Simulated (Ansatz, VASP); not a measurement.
**One calculation of SiC, two programs**

```
Si C
1.0
     3.09500    0.00000    0.00000
    -1.54750    2.68035    0.00000
     0.00000    0.00000   15.17000
Si C
6 6
Direct
  0.66667 0.33333 0.45830
  0.33333 0.66667 0.95830
  0.66667 0.33333 0.79170
  0.33333 0.66667 0.29170
  0.00000 0.00000 0.62500
  0.00000 0.00000 0.12500
  0.66667 0.33333 0.33330
  0.33333 0.66667 0.83330
  0.66667 0.33333 0.66670
  0.33333 0.66667 0.16670
  0.00000 0.00000 0.50000
  0.00000 0.00000 0.00000
```

Alike in both runs: task relaxation of cell and atoms; functional LDA; k mesh 10 × 10 × 2; occupations fermi-dirac, width 0.05 eV; no spin polarisation.

|  | VASP | Ansatz |
| --- | --- | --- |
| version | VASP 6.6.1 | Ansatz 0.2.0 |
| potentials or method | VASP PAW LDA potentials, release 64 (Si, C) | Ansatz PAW |
| plane-wave cutoff (eV) | 600 | 420 |
| valence electrons in the cell | 48 | 48 |

|  | VASP | Ansatz | Ansatz less VASP |
| --- | --- | --- | --- |
| relaxed volume (Å³/atom) | 10.15 | 10.14 | -0.014 |
| relaxed cell length with the largest relative difference (Å) | 15.019 | 15.011 | -0.0083 |

LDA's correlation is that of Perdew and Zunger in VASP and of Perdew and Wang (1992) in Ansatz.

Noted on Ansatz's run: the plane-wave basis is chosen anew once the cell has moved, so the energies of steps on either side of that aren't comparable.
